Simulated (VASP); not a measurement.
# Hf (Fmmm) in VASP: notebook

Runs on Hf. Level: LDA. Tasks: single point.

Program: VASP 6.6.1. These are calculated values, not measurements. Logs are shortened: lines on timing, memory, paths and dates and some standing lists are left out, and cuts for length are marked.

### Step 1. The cell of the first run

It takes space group Fmmm (No. 69, orthorhombic). Conventional cell: a = 4.185 Å, b = 4.360 Å, c = 4.534 Å, α = 90.00°, β = 90.00°, γ = 90.00°. Hf (site symmetry mmm) has 12 Hf at 3.02 to 3.15 Å within 4.0 Å.

### Step 2. Single point, LDA

Input file INCAR:

```
SYSTEM = Hf
PREC = Accurate
ENCUT = 520
EDIFF = 1E-6
ISMEAR = 0
SIGMA = 0.15
LREAL = .False.
LASPH = .True.
NELM = 60
ALGO = Fast
ISIF = 2
LWAVE = .False.
LCHARG = .False.
GGA = CA
NBANDS = 11
```

Input file KPOINTS:

```
Automatic mesh
0
Gamma
  18 18 18
  0 0 0
```

Input file POSCAR:

```
Hf
1.0
    0.0000000000      2.2671423519      2.1799445691
    2.0927467863      0.0000000000      2.1799445691
    2.0927467863      2.2671423519      0.0000000000
Hf
1
Direct
    0.0000000000      0.0000000000      0.0000000000
```

Potentials or basis: VASP PAW LDA potentials, release 64 (Hf_pv).

Command:

```
$ cat potpaw_LDA.64/Hf_pv/POTCAR > POTCAR
$ mpirun -np 1 vasp_std > vasp.out
```

OUTCAR:

```text
SYSTEM = Hf
   PREC = Accurate
   ENCUT = 520
   EDIFF = 1E-6
   ISMEAR = 0
   LREAL = .False.
   LASPH = .True.
   NELM = 60
   ISIF = 2
   GGA = CA

 ion  position               nearest neighbor table
   1  0.000  0.000  0.000-

  LATTYP: Found a face centered orthorhombic cell.
 ALAT       =     4.1854935726
 B/A-ratio  =     1.0416666667
 C/A-ratio  =     1.0833333334

  Lattice vectors:

 A1 = (   0.0000000000,   2.2671423519,  -2.1799445691)
 A2 = (   2.0927467863,   2.2671423519,   0.0000000000)
 A3 = (   2.0927467863,   0.0000000000,  -2.1799445691)

Analysis of symmetry for initial positions (statically):
=====================================================================
 Subroutine PRICEL returns:
 Original cell was already a primitive cell.

 Routine SETGRP: Setting up the symmetry group for a
 face centered orthorhombic supercell.

 Subroutine GETGRP returns: Found  8 space group operations
 (whereof  8 operations were pure point group operations)
 out of a pool of  8 trial point group operations.

The static configuration has the point symmetry D_2h.

Analysis of symmetry for dynamics (positions and initial velocities):
=====================================================================
 Subroutine PRICEL returns:
 Original cell was already a primitive cell.

 Routine SETGRP: Setting up the symmetry group for a
 face centered orthorhombic supercell.

 Subroutine GETGRP returns: Found  8 space group operations
 (whereof  8 operations were pure point group operations)
 out of a pool of  8 trial point group operations.

The dynamic configuration has the point symmetry D_2h.

 Subroutine INISYM returns: Found  8 space group operations
 (whereof  8 operations are pure point group operations),
 and found     1 'primitive' translations

----------------------------------------------------------------------------------------

                                     Primitive cell

  volume of cell :      20.6857

  direct lattice vectors                    reciprocal lattice vectors
     0.000000000  2.267142352  2.179944569    -0.238920448  0.220541952  0.229363630
     2.092746786  0.000000000  2.179944569     0.238920448 -0.220541952  0.229363630
     2.092746786  2.267142352  0.000000000     0.238920448  0.220541952 -0.229363630

  length of vectors
     3.145169752  3.021878131  3.085372515     0.397906280  0.397906280  0.397906280

  position of ions in fractional coordinates (direct lattice)
     0.000000000  0.000000000  0.000000000

  ion indices of the primitive-cell ions
   primitive index   ion index
                 1           1

----------------------------------------------------------------------------------------

 KPOINTS: Automatic mesh

Automatic generation of k-mesh.
 Grid dimensions read from file:
 generate k-points for:   18   18   18

 Generating k-lattice:

  Cartesian coordinates                     Fractional coordinates (reciprocal lattice)
    -0.013273358  0.012252331  0.012742424     0.055555556  0.000000000  0.000000000
     0.013273358 -0.012252331  0.012742424     0.000000000  0.055555556  0.000000000
     0.013273358  0.012252331 -0.012742424    -0.000000000 -0.000000000  0.055555556

  Length of vectors
     0.022105904  0.022105904  0.022105904

  Shift w.r.t. Gamma in fractional coordinates (k-lattice)
     0.000000000  0.000000000  0.000000000

 Subroutine IBZKPT returns following result:
 ===========================================

 Found    865 irreducible k-points:

 Following reciprocal coordinates:
            Coordinates               Weight
  0.000000  0.000000  0.000000      1.000000
  0.055556  0.000000  0.000000      8.000000
  0.111111  0.000000  0.000000      8.000000
  0.166667  0.000000 -0.000000      8.000000
  0.222222  0.000000  0.000000      8.000000
  0.277778  0.000000  0.000000      8.000000
[... 16 lines left out ...]
 -0.277778  0.055556  0.000000      8.000000
 -0.222222  0.055556  0.000000      8.000000
 [... further k-points ...]
   k-points           NKPTS =    865   k-points in BZ     NKDIM =    865   number of bands    NBANDS=     11
   number of dos      NEDOS =    301   number of ions     NIONS =      1
   total plane-waves  NPLWV =  13824
   dimension x,y,z NGX =    24 NGY =   24 NGZ =   24
   dimension x,y,z NGXF=    48 NGYF=   48 NGZF=   48
   ions per type =               1
   NGX,Y,Z   is equivalent  to a cutoff of  12.69, 13.20, 12.93 a.u.
   NGXF,Y,Z  is equivalent  to a cutoff of  25.37, 26.41, 25.86 a.u.
 SYSTEM =  Hf
   PREC   = accura    normal or accurate (medium, high low for compatibility)
   ISTART =      0    job   : 0-new  1-cont  2-samecut
   ICHARG =      2    charge: 1-file 2-atom 10-const
   ISPIN  =      1    spin polarized calculation?
   LNONCOLLINEAR =      F non collinear calculations
   LSORBIT =      F    spin-orbit coupling
   LASPH  =      T    aspherical Exc in radial PAW
   ENCUT  =  520.0 eV  38.22 Ry    6.18 a.u.   5.85  5.62  5.74*2*pi/ulx,y,z
   NELM   =     60;   NELMIN=  2; NELMDL= -5     # of ELM steps
   EDIFF  = 0.1E-05   stopping-criterion for ELM
   LREAL  =      F    real-space projection
   EDIFFG = 0.1E-04   stopping-criterion for IOM
   NSW    =      0    number of steps for IOM
   IBRION =     -1    ionic relax: 0-MD 1-quasi-New 2-CG
   NFREE  =      0    steps in history (QN), initial steepest desc. (CG)
   ISIF   =      2    stress and relaxation
   ISYM   =      2    0-nonsym 1-usesym 2-fastsym
   POTIM  = 0.5000    time-step for ionic-motion
   TEBEG  =    0.0;   TEEND  =   0.0 temperature during run
   PSTRESS=    0.0 pullay stress
   NELECT =      10.0000    total number of electrons
   NUPDOWN=      -1.0000    fix difference up-down
   EMIN   =  10.00;   EMAX   =-10.00  energy-range for DOS
   EFERMI =   0.00;   METHOD = LEGACY
   ISMEAR =     0;   SIGMA  =   0.15  broadening in eV -4-tet -1-fermi 0-gaus
   EFERMI_NEDOS =   21; number of points for ismear=-14 and -15
   IALGO  =     68    algorithm
   IMIX   =      4    mixing-type and parameters
     AMIX     =   0.40;   BMIX     =  1.00
     AMIX_MAG =   1.60;   BMIX_MAG =  1.00
  volume/ion in A,a.u.               =      20.69       139.59
  Fermi-wavevector in a.u.,A,eV,Ry     =   1.284846  2.428008 22.460907  1.650830
  Thomas-Fermi vector in A             =   2.417016
   LORBIT       =      0    0 simple, 1 ext, 2 COOP (PROOUT), +10 PAW based schemes
   GGA     = CA    functional components
   LHFCALC =     F    Hartree Fock is set to
   AEXX    =    0.0000 exact exchange contribution
   IVDW    =     0    specifies the selected vdW correction
   LEPSILON=     F    determine dielectric tensor
   LRPA    =     F    only Hartree local field effects (RPA)
 non-spin polarized calculation
 RMM-DIIS sequential band-by-band and
 Gauss-broadening in eV      SIGMA  =   0.15
  energy-cutoff  :      520.00
  volume of cell :       20.69
 maximum number of plane-waves:       572
   NGX = 11   NGY = 11   NGZ = 11

 number of electron      10.0000001 magnetization

 Free energy of the ion-electron system (eV)
  ---------------------------------------------------
  ext. energy  EPLUGINS =         0.00000000
  ---------------------------------------------------
  free energy    TOTEN  =       -10.62942535 eV

  energy without entropy =      -10.61313450  energy(sigma->0) =      -10.62127993

 E-fermi :   5.1755     XC(G=0): -11.8322

 val. band max:        5.1658092475   @ k =   0.5000   0.1111   0.3333
 cond. band min:       5.1844483073   @ k =   0.2222  -0.2778   0.1111
 fundamental gap:      0.0186390599
 Fermi energy:         5.1755102520

 k-point     1 :       0.0000    0.0000    0.0000
  band No.  band energies     occupation
      1     -24.4045      2.00000
      2     -24.3921      2.00000
      3     -24.3903      2.00000
      4      -2.2199      2.00000
      5       6.0728      0.00000
      6       6.5928      0.00000
      7       7.0545      0.00000
      8       8.8938      0.00000
      9      10.1629      0.00000
     10      16.9355      0.00000
     11      17.5587      0.00000

 k-point     2 :       0.0556    0.0000    0.0000
  band No.  band energies     occupation
      1     -24.4317      2.00000
      2     -24.4053      2.00000
      3     -24.3941      2.00000
      4      -2.0996      2.00000
      5       6.0789      0.00000
      6       6.5847      0.00000
      7       7.0470      0.00000
      8       8.8493      0.00000
      9      10.0779      0.00000
     10      17.2030      0.00000
     11      17.5586      0.00000

 k-point     3 :       0.1111    0.0000    0.0000
  band No.  band energies     occupation
      1     -24.5317      2.00000
      2     -24.4230      2.00000
      3     -24.4022      2.00000
      4      -1.7508      2.00000
      5       5.9884      0.00000
      6       6.5744      0.00000
      7       7.1210      0.00000
      8       8.7697      0.00000
      9       9.8697      0.00000
     10      17.5581      0.00000
     11      17.8971      0.00000

 k-point     4 :       0.1667    0.0000   -0.0000
  band No.  band energies     occupation
      1     -24.6834      2.00000
      2     -24.4487      2.00000
      3     -24.4144      2.00000
      4      -1.2099      2.00000
      5       5.7025      0.00000
      6       6.6078      0.00000
      7       7.2833      0.00000
      8       8.8034      0.00000
      9       9.6653      0.00000
     10      17.5578      0.00000
     11      18.2480      0.00000
[... 239 lines left out ...]
 k-point    22 :      -0.3333    0.0556    0.0000
  band No.  band energies     occupation
      1     -25.2660      2.00000
      2     -24.5712      2.00000
      3     -24.4756      2.00000
      4       0.9857      2.00000
      5       5.2862      0.29685
      6       6.0729      0.00000
      7       7.0807      0.00000
      8      10.2448      0.00000
      9      11.2583      0.00000
     10      16.1529      0.00000
     11      17.6397      0.00000

 k-point    23 :      -0.2778    0.0556    0.0000
  band No.  band energies     occupation
      1     -25.1080      2.00000
      2     -24.5434      2.00000
      3     -24.4592      2.00000
      4       0.4625      2.00000
      5       5.1336      1.30712
      6       6.2785      0.00000
      7       7.2881      0.00000
      8       9.5370      0.00000
      9      10.5800      0.00000
     10      16.7239      0.00000
     11      17.5640      0.00000

 k-point    24 :      -0.2222    0.0556    0.0000
  band No.  band energies     occupation
      1     -24.9286      2.00000
      2     -24.5109      2.00000
      3     -24.4415      2.00000
      4      -0.2102      2.00000
      5       5.2303      0.60548
      6       6.5114      0.00000
      7       7.3985      0.00000
      8       8.9937      0.00000
      9      10.0441      0.00000
     10      17.4238      0.00000
     11      17.5910      0.00000

 [... further k-points ...]
[... 5 lines left out ...]
  --------------------------------------------------------------------------------------
  -------------------------------------------------------------------------------------
  Total        0.2728720     -0.2304985      0.0432121      0.0000000      0.0000000      0.0000000
  in kB       21.1348217    -17.8528582      3.3469207      0.0000000      0.0000000      0.0000000
  external PRESSURE =       2.2096281 kB  Pullay stress =       0.0000000 kB

 VOLUME and BASIS-vectors are now :
 -----------------------------------------------------------------------------
  energy-cutoff  :      520.00
  volume of cell :       20.69
      direct lattice vectors                 reciprocal lattice vectors
     0.000000000  2.267142352  2.179944569    -0.238920448  0.220541952  0.229363630
     2.092746786  0.000000000  2.179944569     0.238920448 -0.220541952  0.229363630
     2.092746786  2.267142352  0.000000000     0.238920448  0.220541952 -0.229363630

 POSITION                                       TOTAL-FORCE (eV/Angst)
 -----------------------------------------------------------------------------------
      0.00000      0.00000      0.00000        -0.000000     -0.000000      0.000000
 -----------------------------------------------------------------------------------
    total drift:                               -0.000000     -0.000000     -0.000000

  FREE ENERGIE OF THE ION-ELECTRON SYSTEM (eV)
  ---------------------------------------------------
  free  energy   TOTEN  =       -10.6294253499 eV

  energy  without entropy=      -10.6131345044  energy(sigma->0) =      -10.62127993
```

Wall time 2.3 min (1 thread of Intel Xeon 8259CL, shared host); peak memory 0.26 GiB.

What came out:

```yaml
Free_energy: -10.6294 eV
Pressure: 0.2 GPa
Band_gap_on_the_k_mesh: zero (bands 5 and 6 overlap by 1.87 eV)
```

Stress tensor (GPa, compression positive):
```
 2.11  0.00  0.00
 0.00 -1.79  0.00
 0.00  0.00  0.33
```

Caveat: the cell differs from its parent crystal (strain +e along x and -e along y -0.0400, strain +e along z and -e/2 along x and y +0.0000); spin-orbit coupling is left out, which moves the levels of the heavy elements.

### Step 3. Single point, LDA

Input file INCAR:

```
SYSTEM = Hf
  ALGO = Fast
  EDIFF = 1E-6
  ENCUT = 520
  ISIF = 2
  ISMEAR = 0
  LASPH = .TRUE.
  LCHARG = .FALSE.
  LREAL = .FALSE.
  LWAVE = .FALSE.
  NBANDS = 11
  NELM = 100
  PREC = Accurate
  SIGMA = 0.15
```

Input file KPOINTS:

```
k-points
0
G
  18 18 18
  0 0 0
```

Input file POSCAR:

```
Hf
1.0
    0.0000000000      2.1836504749      2.2889417976
    2.0672414349      0.0000000000      2.2889417976
    2.0672414349      2.1836504749      0.0000000000
Hf
1
Direct
    0.0000000000      0.0000000000      0.0000000000
```

Potentials or basis: VASP PAW LDA potentials, release 64 (Hf_pv).

Command:

```
$ cat potpaw_LDA.64/Hf_pv/POTCAR > POTCAR
$ mpirun -np 1 vasp_std > vasp.out
```

Run time: 2.2 min. Hardware: 1 thread of Intel Xeon 8259CL, shared host; peak memory 0.26 GiB.

Results (log left out):

```
Free energy            : -10.6234 eV
Pressure               : 0.3 GPa
Band gap on the k mesh : zero (bands 5 and 6 overlap by 1.94 eV)
```

Stress tensor (GPa, compression positive):
```
 2.59  0.00  0.00
 0.00  0.37  0.00
 0.00  0.00 -2.11
```

Levels at points of the mesh, in eV from the Fermi level:
| k point | band 3 | band 4 | band 5 | band 6 | band 7 | band 8 |
| --- | --- | --- | --- | --- | --- | --- |
| (0.00, 0.00, 0.00) | -29.55 | -7.39 | 0.80 | 1.44 | 2.05 | 3.54 |
| (0.50, 0.00, 0.00) | -29.63 | -3.84 | 0.53 | 1.06 | 1.77 | 6.41 |
| (0.50, 0.50, 0.00) | -29.81 | -3.68 | -2.29 | 2.33 | 6.80 | 7.15 |
| (0.50, 0.00, 0.50) | -29.84 | -3.59 | -2.33 | 3.10 | 6.46 | 6.74 |
| (0.00, 0.50, 0.50) | -29.98 | -3.49 | -2.57 | 4.06 | 6.68 | 7.09 |

Caveat: the cell differs from its parent crystal (strain +e along x and -e along y -0.0267, strain +e along z and -e/2 along x and y +0.0500); spin-orbit coupling is left out, which moves the levels of the heavy elements.
